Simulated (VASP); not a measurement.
# Ga2SbP3 (P-3m1) in VASP: a series of runs

Ga2SbP3 is run at these levels: PBEsol, r2SCAN+rVV10; tasks: single point, relaxation of cell and atoms.

Everything below comes from runs of VASP 6.6.1. Logs are shortened: lines on timing, memory, paths and dates and some standing lists are left out, and cuts for length are marked.

### Step 1. The cell of the first run

It takes space group P-3m1 (No. 164, trigonal). Conventional cell: a = 3.720 Å, b = 3.720 Å, c = 9.034 Å, α = 90.00°, β = 90.00°, γ = 120.00°. Within 3.8 Å of Ga (site symmetry 3m) lie 6 P at 2.56 to 2.60 Å and 9 Ga at 3.52 to 3.72 Å and 3 Sb at 3.79 Å. Within 3.8 Å of Sb (site symmetry -3m) lie 6 P at 2.71 Å and 6 Sb at 3.72 Å and 6 Ga at 3.79 Å. Within 3.4 Å of P (site symmetry 3m) lie 3 Ga at 2.60 Å and 3 Sb at 2.71 Å. P (site symmetry -3m) has 6 Ga at 2.56 Å within 3.4 Å.

### Step 2. Single point, PBEsol

Input file INCAR:

```
SYSTEM = Ga2SbP3
ALGO = Normal
EDIFF = 1E-6
ENCUT = 520
GGA = PS
ISIF = 2
ISMEAR = -1
LASPH = .True.
LCHARG = .False.
LREAL = .False.
LWAVE = .False.
NBANDS = 32
NELM = 80
PREC = Accurate
SIGMA = 0.03
```

Input file KPOINTS:

```
k-points
0
Gamma
  6 6 2
  0 0 0
```

Input file POSCAR:

```
Ga2SbP3
1.0
    3.7204322012      0.0000000000      0.0000000000
   -1.8602161006      3.2219887993      0.0000000000
    0.0000000000      0.0000000000      9.0341403171
Ga Sb P
2 1 3
Direct
    0.3333333333      0.6666666667      0.6545874013
    0.6666666667      0.3333333333      0.3454125987
    0.0000000000      0.0000000000      0.0000000000
    0.3333333333      0.6666666667      0.1830195504
    0.6666666667      0.3333333333      0.8169804496
    0.0000000000      0.0000000000      0.5000000000
```

Potentials or basis: VASP PAW PBE potentials, release 64 (Ga_d, Sb, P).

Command:

```console
$ cat potpaw_PBE.64/Ga_d/POTCAR potpaw_PBE.64/Sb/POTCAR potpaw_PBE.64/P/POTCAR > POTCAR
$ mpirun -np 1 vasp_std > vasp.out
```

OUTCAR:

```text
SYSTEM = Ga2SbP3
   EDIFF = 1E-6
   ENCUT = 520
   GGA = PS
   ISIF = 2
   ISMEAR = -1
   LASPH = .True.
   LREAL = .False.
   NELM = 80
   PREC = Accurate

 ion  position               nearest neighbor table
   1  0.333  0.667  0.655-   6 2.56   6 2.56   6 2.56   5 2.60   5 2.60   5 2.60
   2  0.667  0.333  0.345-   6 2.56   6 2.56   6 2.56   4 2.60   4 2.60   4 2.60
   3  0.000  0.000  0.000-   4 2.71   5 2.71   5 2.71   4 2.71   5 2.71   4 2.71
   4  0.333  0.667  0.183-   2 2.60   2 2.60   2 2.60   3 2.71   3 2.71   3 2.71
   5  0.667  0.333  0.817-   1 2.60   1 2.60   1 2.60   3 2.71   3 2.71   3 2.71
   6  0.000  0.000  0.500-   1 2.56   2 2.56   2 2.56   1 2.56   2 2.56   1 2.56

  LATTYP: Found a hexagonal cell.
 ALAT       =     3.7204322012
 C/A-ratio  =     2.4282502216

  Lattice vectors:

 A1 = (   3.7204322012,   0.0000000000,   0.0000000000)
 A2 = (  -1.8602161006,   3.2219887993,   0.0000000000)
 A3 = (   0.0000000000,   0.0000000000,   9.0341403171)

Analysis of symmetry for initial positions (statically):
=====================================================================
 Subroutine PRICEL returns:
 Original cell was already a primitive cell.

 Routine SETGRP: Setting up the symmetry group for a
 hexagonal supercell.

 Subroutine GETGRP returns: Found 12 space group operations
 (whereof 12 operations were pure point group operations)
 out of a pool of 24 trial point group operations.

The static configuration has the point symmetry D_3d.

Analysis of symmetry for dynamics (positions and initial velocities):
=====================================================================
 Subroutine PRICEL returns:
 Original cell was already a primitive cell.

 Routine SETGRP: Setting up the symmetry group for a
 hexagonal supercell.

 Subroutine GETGRP returns: Found 12 space group operations
 (whereof 12 operations were pure point group operations)
 out of a pool of 24 trial point group operations.

The dynamic configuration has the point symmetry D_3d.

 Subroutine INISYM returns: Found 12 space group operations
 (whereof 12 operations are pure point group operations),
 and found     1 'primitive' translations

----------------------------------------------------------------------------------------

                                     Primitive cell

  volume of cell :     108.2940

  direct lattice vectors                    reciprocal lattice vectors
     3.720432201  0.000000000  0.000000000     0.268785976  0.155183656  0.000000000
    -1.860216101  3.221988799  0.000000000     0.000000000  0.310367311  0.000000000
     0.000000000  0.000000000  9.034140317     0.000000000  0.000000000  0.110691219

  length of vectors
     3.720432201  3.720432201  9.034140317     0.310367311  0.310367311  0.110691219

  position of ions in fractional coordinates (direct lattice)
     0.333333333  0.666666667  0.654587401
     0.666666667  0.333333333  0.345412599
     0.000000000  0.000000000  0.000000000
     0.333333333  0.666666667  0.183019550
     0.666666667  0.333333333  0.816980450
     0.000000000  0.000000000  0.500000000

  ion indices of the primitive-cell ions
   primitive index   ion index
                 1           1
                 2           2
                 3           3
                 4           4
                 5           5
                 6           6

----------------------------------------------------------------------------------------

 KPOINTS: k-points

Automatic generation of k-mesh.
 Grid dimensions read from file:
 generate k-points for:    6    6    2

 Generating k-lattice:

  Cartesian coordinates                     Fractional coordinates (reciprocal lattice)
     0.044797663  0.025863943  0.000000000     0.166666667  0.000000000  0.000000000
     0.000000000  0.051727885  0.000000000     0.000000000  0.166666667  0.000000000
     0.000000000  0.000000000  0.055345609     0.000000000  0.000000000  0.500000000

  Length of vectors
     0.051727885  0.051727885  0.055345609

[... 57 lines left out ...]
      1      -7.3092      2.00000
      2      -7.2652      2.00000
      3      -7.2622      2.00000
      4      -7.2419      2.00000
      5      -7.2289      2.00000
      6      -7.2150      2.00000
[... 24 lines left out ...]
     31      12.7448      0.00000
     32      13.3275      0.00000

 k-point     3 :       0.3333    0.0000    0.0000
  band No.  band energies     occupation
      1      -7.3796      2.00000
      2      -7.2934      2.00000
      3      -7.2660      2.00000
      4      -7.2342      2.00000
      5      -7.2306      2.00000
      6      -7.2104      2.00000
[... 24 lines left out ...]
     31      12.9962      0.00000
     32      14.1399      0.00000

 k-point     4 :       0.5000    0.0000    0.0000
  band No.  band energies     occupation
      1      -7.4118      2.00000
      2      -7.3077      2.00000
      3      -7.2691      2.00000
      4      -7.2391      2.00000
      5      -7.2250      2.00000
      6      -7.2161      2.00000
[... 24 lines left out ...]
     31      14.0239      0.00000
     32      14.1375      0.00000

 k-point     5 :       0.1667    0.1667    0.0000
  band No.  band energies     occupation
      1      -7.3509      2.00000
      2      -7.2950      2.00000
      3      -7.2563      2.00000
      4      -7.2452      2.00000
      5      -7.2245      2.00000
      6      -7.2134      2.00000
[... 234 lines left out ...]
     31      13.9838      0.00000
     32      14.6785      0.00000

 k-point    12 :       0.1667    0.1667    0.5000
  band No.  band energies     occupation
      1      -7.3481      2.00000
      2      -7.3010      2.00000
      3      -7.2555      2.00000
      4      -7.2458      2.00000
      5      -7.2251      2.00000
      6      -7.2133      2.00000
[... 24 lines left out ...]
     31      13.2472      0.00000
     32      13.2983      0.00000

 k-point    13 :       0.3333    0.1667    0.5000
  band No.  band energies     occupation
      1      -7.3884      2.00000
      2      -7.3062      2.00000
      3      -7.2803      2.00000
      4      -7.2357      2.00000
      5      -7.2278      2.00000
      6      -7.2097      2.00000
[... 24 lines left out ...]
     31      12.9338      0.00000
     32      13.6701      0.00000

 k-point    14 :       0.3333    0.3333    0.5000
  band No.  band energies     occupation
      1      -7.3744      2.00000
      2      -7.3053      2.00000
      3      -7.3053      2.00000
      4      -7.2413      2.00000
      5      -7.2080      2.00000
      6      -7.2080      2.00000
[... 24 lines left out ...]
     31      14.1871      0.00000
     32      14.7328      0.00000

------------------------ aborting loop because EDIFF is reached ----------------------------------------

  FORCE on cell =-STRESS in cart. coord.  units (eV):
  Direction    XX          YY          ZZ          XY          YZ          ZX
  --------------------------------------------------------------------------------------
  -------------------------------------------------------------------------------------
  Total        0.0377522      0.0377522      0.0869113      0.0000000      0.0000000      0.0000000
  in kB        0.5585320      0.5585320      1.2858270      0.0000000      0.0000000      0.0000000
  external PRESSURE =       0.8009636 kB  Pullay stress =       0.0000000 kB

 VOLUME and BASIS-vectors are now :
 -----------------------------------------------------------------------------
  energy-cutoff  :      520.00
  volume of cell :      108.29
      direct lattice vectors                 reciprocal lattice vectors
     3.720432201  0.000000000  0.000000000     0.268785976  0.155183656  0.000000000
    -1.860216101  3.221988799  0.000000000     0.000000000  0.310367311  0.000000000
     0.000000000  0.000000000  9.034140317     0.000000000  0.000000000  0.110691219

 POSITION                                       TOTAL-FORCE (eV/Angst)
 -----------------------------------------------------------------------------------
     -0.00000      2.14799      5.91363        -0.000000     -0.000000     -0.000960
      1.86022      1.07400      3.12051         0.000000      0.000000      0.000960
      0.00000      0.00000      0.00000        -0.000000      0.000000      0.000000
     -0.00000      2.14799      1.65342        -0.000000      0.000000      0.005866
      1.86022      1.07400      7.38072        -0.000000      0.000000     -0.005866
      0.00000      0.00000      4.51707        -0.000000      0.000000      0.000000
 -----------------------------------------------------------------------------------
    total drift:                                0.000000      0.000000      0.000000

  FREE ENERGIE OF THE ION-ELECTRON SYSTEM (eV)
  ---------------------------------------------------
  free  energy   TOTEN  =       -28.6341452720 eV

  energy  without entropy=      -28.6245186562  energy(sigma->0) =      -28.62933196
```

It took 76 s on 1 thread of Intel Xeon 8259CL, shared host; peak memory 0.24 GiB.

Results:

| Item | Value |
| --- | --- |
| Free energy | -28.6341 eV |
| Pressure | 0.1 GPa |
| Largest force | 0.006 eV/Å |
| Band gap on the k mesh | zero (bands 23 and 24 overlap by 1.85 eV) |

Forces on the atoms (eV/Å):
```
Ga   0.000  0.000 -0.001
Ga   0.000  0.000  0.001
Sb   0.000  0.000  0.000
P    0.000  0.000  0.006
P    0.000  0.000 -0.006
P    0.000  0.000  0.000
```

Levels at points of the mesh, in eV from the Fermi level:
```
           k point  band 20  band 21  band 22  band 23  band 24  band 25  band 26  band 27
(0.00, 0.00, 0.00)    -0.61    -0.41    -0.41    -0.32     1.88     1.99     1.99     2.26
(0.50, 0.00, 0.00)    -2.61    -2.55    -1.79    -1.62     0.01     0.14     2.54     3.10
(0.00, 0.00, 0.50)    -0.57    -0.37    -0.37     1.41     1.53     1.53     1.53     2.34
(0.50, 0.00, 0.50)    -2.75    -1.90    -1.75    -0.37    -0.33     1.61     1.82     1.87
```

Caveat: the PAW data sets were made with another functional, which shifts forces and pressure a little; spin-orbit coupling is left out, which moves the levels of the heavy elements.

### Step 3. Relaxation of cell and atoms, PBEsol

This run uses another cell than the first one, of 25.45 Å³/atom.

Input file INCAR:

```
PREC     = Accurate       # precision mode
ENCUT    = 600            # plane-wave cutoff, eV
EDIFF    = 1E-6           # SCF threshold, eV
ISMEAR   = -1             # smearing method
SIGMA    = 0.03           # smearing width, eV
LREAL    = F              # projectors in reciprocal space
LASPH    = T              # aspherical terms in the spheres
NELM     = 100            # most SCF steps
ALGO     = Normal         # electronic algorithm
ISIF     = 3              # what is computed and relaxed
LWAVE    = F              # write WAVECAR
LCHARG   = F              # write CHGCAR
GGA      = PS             # functional
IBRION   = 2              # ionic algorithm
NSW      = 100            # ionic steps
EDIFFG   = -0.01          # ionic threshold
```

Input file KPOINTS:

```
Automatic mesh
0
Gamma
  6 6 2
```

Input file POSCAR:

```
Ga2SbP3
1.0
    4.1466558600      0.0000000000      0.0000000000
   -2.0733279300      3.5911093100      0.0000000000
    0.0000000000      0.0000000000     10.2557857500
Ga Sb P
2 1 3
Direct
    0.3333333300      0.6666666700      0.6790233900
    0.6666666700      0.3333333300      0.3209766100
    0.0000000000      0.0000000000      0.0000000000
    0.3333333300      0.6666666700      0.1429916000
    0.6666666700      0.3333333300      0.8570084000
    0.0000000000      0.0000000000      0.5000000000
```

Potentials or basis: VASP PAW PBE potentials, release 64 (Ga_d, Sb, P).

Command:

```console
$ cat potpaw_PBE.64/Ga_d/POTCAR potpaw_PBE.64/Sb/POTCAR potpaw_PBE.64/P/POTCAR > POTCAR
$ mpirun -np 1 vasp_std > vasp.out
```

Run time: 21 min. Hardware: 1 thread of Intel Xeon 8259CL, shared host; peak memory 0.39 GiB.

It converged, with:

```
Free energy                           : -28.6385 eV
Relaxed volume                        : 18.07 Å³/atom
Relaxed cell                          : a = 3.721 Å, b = 3.721 Å, c = 9.041 Å, α = 90.00°, β = 90.00°, γ = 120.00°
Space group after relaxing (to 0.1 Å) : P-3m1 (No. 164)
Energy gained by relaxing             : 491.7 meV/atom
Ionic steps                           : 16
Pressure after relaxing               : -0.1 GPa
Largest force after relaxing          : 0.006 eV/Å
Band gap on the k mesh                : zero (bands 23 and 24 overlap by 1.85 eV)
```

Forces in eV/Å, atoms in the order of the input:
```
Ga   0.000  0.000 -0.006
Ga   0.000  0.000  0.006
Sb   0.000  0.000  0.000
P    0.000  0.000 -0.006
P    0.000  0.000  0.006
P    0.000  0.000  0.000
```

The path:
| step | energy change (eV) | largest force (eV/Å) | pressure (GPa) | volume (Å³) |
| --- | --- | --- | --- | --- |
| 1 | 0.0000 | 0.5877 | -11.89 | 152.72 |
| 2 | -1.9740 | 2.2399 | -0.10 | 114.65 |
| 3 | -1.9769 | 2.3264 | 0.90 | 113.35 |
| 4 | -2.4850 | 1.4810 | 2.22 | 108.87 |
| 5 | -2.6907 | 0.3344 | 9.49 | 99.38 |
| 6 | -2.7662 | 0.5998 | 5.80 | 102.92 |
| 7 | -2.8665 | 0.2034 | -4.24 | 113.87 |
| 8 | -2.9269 | 0.3597 | -0.84 | 109.53 |
| 9 | -2.9458 | 0.1602 | -0.45 | 108.97 |
| 10 | -2.9497 | 0.0214 | -0.17 | 108.61 |
| 11 | -2.9497 | 0.0113 | -0.13 | 108.59 |
| 12 | -2.9501 | 0.0167 | 0.08 | 108.29 |
| 13 | -2.9501 | 0.0168 | 0.12 | 108.26 |
| 14 | -2.9503 | 0.0159 | -0.01 | 108.39 |
| 15 | -2.9503 | 0.0171 | 0.01 | 108.39 |
| 16 | -2.9503 | 0.0064 | -0.06 | 108.42 |

Final structure:
```cif
data_structure
_symmetry_space_group_name_H-M 'P 1'
_symmetry_Int_Tables_number 1
_cell_length_a 3.7212
_cell_length_b 3.7212
_cell_length_c 9.0406
_cell_angle_alpha 90.000
_cell_angle_beta 90.000
_cell_angle_gamma 120.000
_cell_volume 108.42
loop_
_atom_site_label
_atom_site_type_symbol
_atom_site_fract_x
_atom_site_fract_y
_atom_site_fract_z
_atom_site_occupancy
Ga1 Ga 0.33333 0.66667 0.65464 1
Ga2 Ga 0.66667 0.33333 0.34536 1
Sb1 Sb 0.00000 0.00000 0.00000 1
P1 P 0.33333 0.66667 0.18315 1
P2 P 0.66667 0.33333 0.81685 1
P3 P 0.00000 0.00000 0.50000 1
```

Levels at points of the mesh, in eV from the Fermi level:
| k point | band 19 | band 20 | band 21 | band 22 | band 23 | band 24 | band 25 | band 26 | band 27 |
| --- | --- | --- | --- | --- | --- | --- | --- | --- | --- |
| (0.00, 0.00, 0.00) | -0.61 | -0.61 | -0.40 | -0.40 | -0.32 | 1.88 | 1.99 | 1.99 | 2.27 |
| (0.50, 0.00, 0.00) | -3.45 | -2.61 | -2.55 | -1.78 | -1.62 | 0.01 | 0.14 | 2.54 | 3.09 |
| (0.00, 0.00, 0.50) | -0.57 | -0.57 | -0.36 | -0.36 | 1.41 | 1.53 | 1.54 | 1.54 | 2.34 |
| (0.50, 0.00, 0.50) | -3.28 | -2.74 | -1.90 | -1.75 | -0.37 | -0.33 | 1.61 | 1.81 | 1.87 |

Caveat: the volume moved by over 15 % at a fixed basis, so the end points are rough; the PAW data sets were made with another functional, which shifts forces and pressure a little; spin-orbit coupling is left out, which moves the levels of the heavy elements.

### Step 4. Single point, r2SCAN+rVV10

This run uses another cell than the first one, of 18.22 Å³/atom.

Input file POSCAR:

```
Ga2SbP3
1.0
    3.7292243042      0.0000000000      0.0000000000
   -1.8646121521      3.2296029838      0.0000000000
    0.0000000000      0.0000000000      9.0783300566
Ga Sb P
2 1 3
Direct
    0.3333333333      0.6666666667      0.6536687122
    0.6666666667      0.3333333333      0.3463312878
    0.0000000000      0.0000000000      0.0000000000
    0.3333333333      0.6666666667      0.1806854292
    0.6666666667      0.3333333333      0.8193145708
    0.0000000000      0.0000000000      0.5000000000
```

Input file INCAR.step1:

```
PREC     = Accurate       # precision mode
ENCUT    = 520            # plane-wave cutoff, eV
ISMEAR   = -1             # smearing method
SIGMA    = 0.03           # smearing width, eV
LREAL    = False          # projectors in reciprocal space
LASPH    = True           # aspherical terms in the spheres
NELM     = 80             # most SCF steps
NBANDS   = 32             # bands
GGA      = PE             # functional
ALGO     = Normal         # electronic algorithm
EDIFF    = 1E-4           # SCF threshold, eV
LWAVE    = True           # write WAVECAR
LCHARG   = False          # write CHGCAR
```

Input file INCAR.step2:

```
PREC     = Accurate       # precision mode
ENCUT    = 520            # plane-wave cutoff, eV
EDIFF    = 1E-6           # SCF threshold, eV
ISMEAR   = -1             # smearing method
SIGMA    = 0.03           # smearing width, eV
LREAL    = False          # projectors in reciprocal space
LASPH    = True           # aspherical terms in the spheres
NELM     = 80             # most SCF steps
ALGO     = Normal         # electronic algorithm
ISIF     = 2              # what is computed and relaxed
LWAVE    = False          # write WAVECAR
LCHARG   = True           # write CHGCAR
METAGGA  = R2SCAN         # meta-GGA
LMIXTAU  = True         
LUSE_VDW = True         
IVDW_NL  = 2            
BPARAM   = 11.95        
CPARAM   = 0.0093       
LELF     = True           # ELF
LVHAR    = True         
NBANDS   = 32             # bands
ISTART   = 1
```

Input file KPOINTS:

```
regular mesh
0
Gamma
  12 12 4
```

Command:

```console
$ cat potpaw_PBE.64/Ga_d/POTCAR potpaw_PBE.64/Sb/POTCAR potpaw_PBE.64/P/POTCAR > POTCAR
$ cp INCAR.step1 INCAR
$ mpirun -np 1 vasp_std > vasp.out
$ cp INCAR.step2 INCAR
$ mpirun -np 1 vasp_std > vasp.out
```

It took 29 min on 1 thread of Intel Xeon 8259CL, shared host; peak memory 0.59 GiB.

Results (log left out):

```
Free energy            : -74.3028 eV
Pressure               : 0.0 GPa
Largest force          : 0.016 eV/Å
Band gap on the k mesh : zero (bands 23 and 24 overlap by 2.40 eV)
```

Forces in eV/Å, atoms in the order of the input:
```
Ga   0.000  0.000  0.002
Ga   0.000  0.000 -0.002
Sb   0.000  0.000  0.000
P    0.000  0.000  0.016
P    0.000  0.000 -0.016
P    0.000  0.000  0.000
```

Levels at points of the mesh, in eV from the Fermi level:
| k point | band 20 | band 21 | band 22 | band 23 | band 24 | band 25 | band 26 | band 27 |
| --- | --- | --- | --- | --- | --- | --- | --- | --- |
| (0.00, 0.00, 0.00) | -0.70 | -0.48 | -0.48 | -0.09 | 2.12 | 2.12 | 2.22 | 2.66 |
| (0.50, 0.00, 0.00) | -2.71 | -2.62 | -1.93 | -1.68 | 0.14 | 0.28 | 2.96 | 3.29 |
| (0.00, 0.00, 0.50) | -0.66 | -0.44 | -0.44 | 1.57 | 1.67 | 1.67 | 1.89 | 2.73 |
| (0.50, 0.00, 0.50) | -2.85 | -1.87 | -1.77 | -0.48 | -0.41 | 1.78 | 2.01 | 2.24 |

Caveat: the PAW data sets were made with another functional, which shifts forces and pressure a little; spin-orbit coupling is left out, which moves the levels of the heavy elements.

### Step 5. Summary

| task | level | cell | k mesh | cutoff (eV) | gap on the mesh (eV) | pressure (GPa) | largest force (eV/Å) |
| --- | --- | --- | --- | --- | --- | --- | --- |
| single point | PBEsol | a = 3.720, b = 3.720, c = 9.034 Å, angles 90.0, 90.0, 120.0°, 6 atoms, atomic positions A | 6 × 6 × 2 | 520 | none | 0.1 | 0.01 |
| relaxation of cell and atoms | PBEsol | relaxed from a = 4.147, b = 4.147, c = 10.256 Å, angles 90.0, 90.0, 120.0°, 6 atoms, atomic positions B | 6 × 6 × 2 | 600 | none | -0.1 | 0.01 |
| single point | r2SCAN+rVV10 | a = 3.729, b = 3.729, c = 9.078 Å, angles 90.0, 90.0, 120.0°, 6 atoms, atomic positions C | 12 × 12 × 4 | 520 | none | 0.0 | 0.02 |

Alike in all rows: potentials or basis VASP PAW PBE potentials, release 64 (Ga_d, Sb, P); no spin polarisation; smearing fermi-dirac 0.03 eV.

Caveats: the PAW data sets were made with another functional, which shifts forces and pressure a little; spin-orbit coupling is left out, which moves the levels of the heavy elements; the volume moved by over 15 % at a fixed basis, so the end points are rough (at least some runs).

Total energies depend on the potentials used, so only differences within one code and one set of settings carry meaning.
